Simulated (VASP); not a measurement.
# PbS2 (P4_2/mnm) in VASP: notebook

Runs on PbS2. Level: r2SCAN. Tasks: single point.

All numbers are computed with VASP 6.6.1; they aren't measurements. Logs are shortened: lines on timing, memory, paths and dates and some standing lists are left out, and cuts for length are marked.

## 1. The cell of the first run

Symmetry: P4_2/mnm, No. 136, tetragonal system. The conventional cell has a = 6.385 Å, b = 6.385 Å, c = 3.929 Å, α = 90.00°, β = 90.00°, γ = 90.00°. Pb (site symmetry mmm) has 6 S at 2.63 to 2.77 Å within 3.5 Å. Within 3.5 Å of S (site symmetry m2m) lie 3 Pb at 2.63 to 2.77 Å and 1 S at 3.49 Å.

## 2. Single point, r2SCAN

Contents of POSCAR:

```
PbS2
1.0
    6.3850437671      0.0000000000      0.0000000000
    0.0000000000      6.3850437671      0.0000000000
    0.0000000000      0.0000000000      3.9290393488
Pb S
2 4
Direct
    0.0000000000      0.0000000000      0.0000000000
    0.5000000000      0.5000000000      0.5000000000
    0.3067779322      0.3067779322      0.0000000000
    0.1932220678      0.8067779322      0.5000000000
    0.8067779322      0.1932220678      0.5000000000
    0.6932220678      0.6932220678      0.0000000000
```

Contents of INCAR.step1:

```
SYSTEM = PbS2
  PREC = Accurate
  ENCUT = 520
  ISMEAR = -1
  SIGMA = 0.02
  LREAL = .FALSE.
  LASPH = .TRUE.
  NELM = 100
  NBANDS = 35
  GGA = PE
  ALGO = Normal
  EDIFF = 1E-4
  LWAVE = .TRUE.
  LCHARG = .FALSE.
```

Contents of INCAR.step2:

```
SYSTEM = PbS2
  PREC = Accurate
  ENCUT = 520
  EDIFF = 1E-6
  ISMEAR = -1
  SIGMA = 0.02
  LREAL = .FALSE.
  LASPH = .TRUE.
  NELM = 100
  ALGO = Normal
  ISIF = 2
  LWAVE = .FALSE.
  LCHARG = .FALSE.
  METAGGA = R2SCAN
  LMIXTAU = .TRUE.
  NBANDS = 35
  ISTART = 1
```

Contents of KPOINTS:

```
Automatic mesh
0
G
  4 4 6
  0 0 0
```

Potentials or basis: VASP PAW PBE potentials, release 64 (Pb_d, S).

The run is started by

```sh
> cat potpaw_PBE.64/Pb_d/POTCAR potpaw_PBE.64/S/POTCAR > POTCAR
> cp INCAR.step1 INCAR
> mpirun -np 1 vasp_std > vasp.out
> cp INCAR.step2 INCAR
> mpirun -np 1 vasp_std > vasp.out
```

OUTCAR:

```text
SYSTEM = PbS2
   PREC = Accurate
   ENCUT = 520
   EDIFF = 1E-6
   ISMEAR = -1
   LREAL = .FALSE.
   LASPH = .TRUE.
   NELM = 100
   ISIF = 2
   METAGGA = R2SCAN
   ISTART = 1

 ion  position               nearest neighbor table
   1  0.000  0.000  0.000-   4 2.63   5 2.63   4 2.63   5 2.63   3 2.77   6 2.77
   2  0.500  0.500  0.500-   3 2.63   6 2.63   3 2.63   6 2.63   5 2.77   4 2.77
   3  0.307  0.307  0.000-   2 2.63   2 2.63   1 2.77
   4  0.193  0.807  0.500-   1 2.63   1 2.63   2 2.77
   5  0.807  0.193  0.500-   1 2.63   1 2.63   2 2.77
   6  0.693  0.693  0.000-   2 2.63   2 2.63   1 2.77

  LATTYP: Found a simple tetragonal cell.
 ALAT       =     6.3850437671
 C/A-ratio  =     0.6153504177

  Lattice vectors:

 A1 = (   6.3850437671,   0.0000000000,   0.0000000000)
 A2 = (   0.0000000000,   6.3850437671,   0.0000000000)
 A3 = (   0.0000000000,   0.0000000000,   3.9290393488)

Analysis of symmetry for initial positions (statically):
=====================================================================
 Subroutine PRICEL returns:
 Original cell was already a primitive cell.

 Routine SETGRP: Setting up the symmetry group for a
 simple tetragonal supercell.

 Subroutine GETGRP returns: Found 16 space group operations
 (whereof  8 operations were pure point group operations)
 out of a pool of 16 trial point group operations.

The static configuration has the point symmetry D_2h.
 The point group associated with its full space group is D_4h.

Analysis of symmetry for dynamics (positions and initial velocities):
=====================================================================
 Subroutine PRICEL returns:
 Original cell was already a primitive cell.

 Routine SETGRP: Setting up the symmetry group for a
 simple tetragonal supercell.

 Subroutine GETGRP returns: Found 16 space group operations
 (whereof  8 operations were pure point group operations)
 out of a pool of 16 trial point group operations.

The dynamic configuration has the point symmetry D_2h.
 The point group associated with its full space group is D_4h.

 Subroutine INISYM returns: Found 16 space group operations
 (whereof  8 operations are pure point group operations),
 and found     1 'primitive' translations

----------------------------------------------------------------------------------------

[... 99 lines left out ...]
   EDIFF  = 0.1E-05   stopping-criterion for ELM
   LREAL  =      F    real-space projection
   EDIFFG = 0.1E-04   stopping-criterion for IOM
   NSW    =      0    number of steps for IOM
   IBRION =     -1    ionic relax: 0-MD 1-quasi-New 2-CG
   NFREE  =      0    steps in history (QN), initial steepest desc. (CG)
   ISIF   =      2    stress and relaxation
   ISYM   =      2    0-nonsym 1-usesym 2-fastsym
   POTIM  = 0.5000    time-step for ionic-motion
   TEBEG  =    0.0;   TEEND  =   0.0 temperature during run
   PSTRESS=    0.0 pullay stress
   NELECT =      52.0000    total number of electrons
   NUPDOWN=      -1.0000    fix difference up-down
   EMIN   =  10.00;   EMAX   =-10.00  energy-range for DOS
   EFERMI =   0.00;   METHOD = LEGACY
   ISMEAR =    -1;   SIGMA  =   0.02  broadening in eV -4-tet -1-fermi 0-gaus
   EFERMI_NEDOS =   21; number of points for ismear=-14 and -15
   IALGO  =     38    algorithm
   IMIX   =      4    mixing-type and parameters
     AMIX     =   0.40;   BMIX     =  1.00
     AMIX_MAG =   1.60;   BMIX_MAG =  1.00
  volume/ion in A,a.u.               =      26.70       180.16
  Fermi-wavevector in a.u.,A,eV,Ry     =   1.125135  2.126197 17.224001  1.265928
  Thomas-Fermi vector in A             =   2.261810
   LORBIT       =      0    0 simple, 1 ext, 2 COOP (PROOUT), +10 PAW based schemes
   METAGGA = R2SCAN    functional components
   LHFCALC =     F    Hartree Fock is set to
   AEXX    =    0.0000 exact exchange contribution
   IVDW    =     0    specifies the selected vdW correction
   LEPSILON=     F    determine dielectric tensor
   LRPA    =     F    only Hartree local field effects (RPA)
 non-spin polarized calculation
  energy-cutoff  :      520.00
  volume of cell :      160.18
 maximum number of plane-waves:      4355
 NGX is ok and might be reduce to    48
   NGX = 23   NGY = 23   NGZ = 15

 number of electron      51.9999999 magnetization

 Free energy of the ion-electron system (eV)
  ---------------------------------------------------
  ext. energy  EPLUGINS =         0.00000000
  ---------------------------------------------------
  free energy    TOTEN  =      -144.19435171 eV

  energy without entropy =     -144.19220309  energy(sigma->0) =     -144.19327740

 E-fermi :   3.2366     XC(G=0):  -9.5559

 val. band max:        3.0801437277   @ k =   0.2500   0.2500   0.1667
 cond. band min:       3.2549553562   @ k =   0.2500   0.2500   0.0000
 fundamental gap:      0.1748116285
 Fermi energy:         3.2366059952

 k-point     1 :       0.0000    0.0000    0.0000
  band No.  band energies     occupation
      1     -14.2748      2.00000
      2     -14.1319      2.00000
      3     -14.0481      2.00000
      4     -14.0481      2.00000
      5     -13.9539      2.00000
      6     -13.9323      2.00000
[... 901 lines left out ...]
     34      11.1803      0.00000
     35      11.3928      0.00000

------------------------ aborting loop because EDIFF is reached ----------------------------------------

  FORCE on cell =-STRESS in cart. coord.  units (eV):
  Direction    XX          YY          ZZ          XY          YZ          ZX
  --------------------------------------------------------------------------------------
  -------------------------------------------------------------------------------------
  Total        0.0112765      0.0112765     -0.0202855      0.0000000      0.0000000      0.0000000
  in kB        0.1127901      0.1127901     -0.2028999      0.0000000      0.0000000      0.0000000
  external PRESSURE =       0.0075601 kB  Pullay stress =       0.0000000 kB

 VOLUME and BASIS-vectors are now :
 -----------------------------------------------------------------------------
  energy-cutoff  :      520.00
  volume of cell :      160.18
      direct lattice vectors                 reciprocal lattice vectors
     6.385043767  0.000000000  0.000000000     0.156615998  0.000000000  0.000000000
     0.000000000  6.385043767  0.000000000     0.000000000  0.156615998  0.000000000
     0.000000000  0.000000000  3.929039349     0.000000000  0.000000000  0.254515140

 POSITION                                       TOTAL-FORCE (eV/Angst)
 -----------------------------------------------------------------------------------
      0.00000      0.00000      0.00000         0.000000      0.000000     -0.000000
      3.19252      3.19252      1.96452         0.000000      0.000000     -0.000000
      1.95879      1.95879      0.00000         0.003345      0.003345     -0.000000
      1.23373      5.15131      1.96452        -0.003345      0.003345     -0.000000
      5.15131      1.23373      1.96452         0.003345     -0.003345     -0.000000
      4.42625      4.42625      0.00000        -0.003345     -0.003345      0.000000
 -----------------------------------------------------------------------------------
    total drift:                               -0.000000     -0.000000     -0.000000

  FREE ENERGIE OF THE ION-ELECTRON SYSTEM (eV)
  ---------------------------------------------------
  free  energy   TOTEN  =      -144.1943517052 eV

  energy  without entropy=     -144.1922030901  energy(sigma->0) =     -144.19327740
```

Wall time 13 min (1 thread of Intel Xeon 8259CL, shared host); peak memory 0.34 GiB.

What came out:

```
Free energy            : -144.1944 eV
Pressure               : 0.0 GPa
Largest force          : 0.005 eV/Å
Band gap on the k mesh : zero (bands 26 and 27 overlap by 0.01 eV)
```

Forces on the atoms (eV/Å):
```
Pb   0.000  0.000  0.000
Pb   0.000  0.000  0.000
S    0.003  0.003  0.000
S   -0.003  0.003  0.000
S    0.003 -0.003  0.000
S   -0.003 -0.003  0.000
```

Caveat: the structure was generated, so it needn't be the stable form of PbS2; semilocal functionals underestimate gaps, and a narrow one can read as zero; the PAW data sets were made with another functional, which shifts forces and pressure a little; spin-orbit coupling is left out, which moves the levels of the heavy elements.

## 3. Single point, r2SCAN (27.50 Å³/atom)

This run uses another cell than the first one, of 27.50 Å³/atom.

Changes to POSCAR since step 2:

```diff
@@ -2,5 +2,5 @@
 1.0
-    6.3850437671      0.0000000000      0.0000000000
-    0.0000000000      6.3850437671      0.0000000000
-    0.0000000000      0.0000000000      3.9290393488
+    6.4482661338      0.0000000000      0.0000000000
+    0.0000000000      6.4482661338      0.0000000000
+    0.0000000000      0.0000000000      3.9679432587
 Pb S
```

Contents of INCAR.step1:

```
SYSTEM = PbS2
ALGO = Normal
EDIFF = 1E-4
ENCUT = 520
GGA = PE
ISMEAR = -1
LASPH = .True.
LCHARG = .False.
LREAL = .False.
LWAVE = .True.
NBANDS = 35
NELM = 100
PREC = Accurate
SIGMA = 0.02
```

Contents of INCAR.step2:

```
SYSTEM = PbS2
ALGO = Normal
EDIFF = 1E-7
ENCUT = 520
ISIF = 2
ISMEAR = -1
ISTART = 1
LASPH = .True.
LCHARG = .False.
LMIXTAU = .True.
LREAL = .False.
LWAVE = .False.
METAGGA = R2SCAN
NBANDS = 35
NELM = 100
PREC = Accurate
SIGMA = 0.02
```

Contents of KPOINTS:

```
k-points
0
Gamma
  4 4 6
  0 0 0
```

Potentials or basis: VASP PAW PBE potentials, release 64 (Pb_d, S).

The run is started by

```sh
> cat potpaw_PBE.64/Pb_d/POTCAR potpaw_PBE.64/S/POTCAR > POTCAR
> cp INCAR.step1 INCAR
> mpirun -np 1 vasp_std > vasp.out
> cp INCAR.step2 INCAR
> mpirun -np 1 vasp_std > vasp.out
```

It took 13 min on 1 thread of Intel Xeon 8259CL, shared host; peak memory 0.34 GiB.

The run converged. Its results:

```
Free energy            : -144.1724 eV
Pressure               : -1.5 GPa
Largest force          : 0.089 eV/Å
Band gap on the k mesh : zero (bands 26 and 27 overlap by 0.02 eV)
```

Forces in eV/Å, atoms in the order of the input:
```
Pb   0.000  0.000  0.000
Pb   0.000  0.000  0.000
S    0.063  0.063  0.000
S   -0.063  0.063  0.000
S    0.063 -0.063  0.000
S   -0.063 -0.063  0.000
```

Stress tensor (GPa, compression positive):
```
-1.38  0.00  0.00
 0.00 -1.38  0.00
 0.00  0.00 -1.82
```

Levels at points of the mesh, in eV from the Fermi level:
```
           k point  band 24  band 25  band 26  band 27  band 28  band 29
(0.00, 0.00, 0.00)    -0.71    -0.40    -0.40     0.24     1.48     3.73
(0.50, 0.00, 0.00)    -0.65    -0.45    -0.45     0.45     0.45     4.28
(0.50, 0.50, 0.00)    -0.76    -0.75    -0.75     0.64     0.64     4.68
(0.00, 0.00, 0.50)    -1.05    -0.92    -0.92     0.83     0.83     5.63
(0.50, 0.00, 0.50)    -0.69    -0.54    -0.54     1.28     1.28     3.49
(0.50, 0.50, 0.50)    -0.72    -0.56    -0.56     0.40     0.40     5.31
```

Caveat: the structure was generated, so it needn't be the stable form of PbS2; semilocal functionals underestimate gaps, and a narrow one can read as zero; the PAW data sets were made with another functional, which shifts forces and pressure a little; spin-orbit coupling is left out, which moves the levels of the heavy elements.

The gap in the log of VASP goes by the Fermi energy; the results here count the filled bands.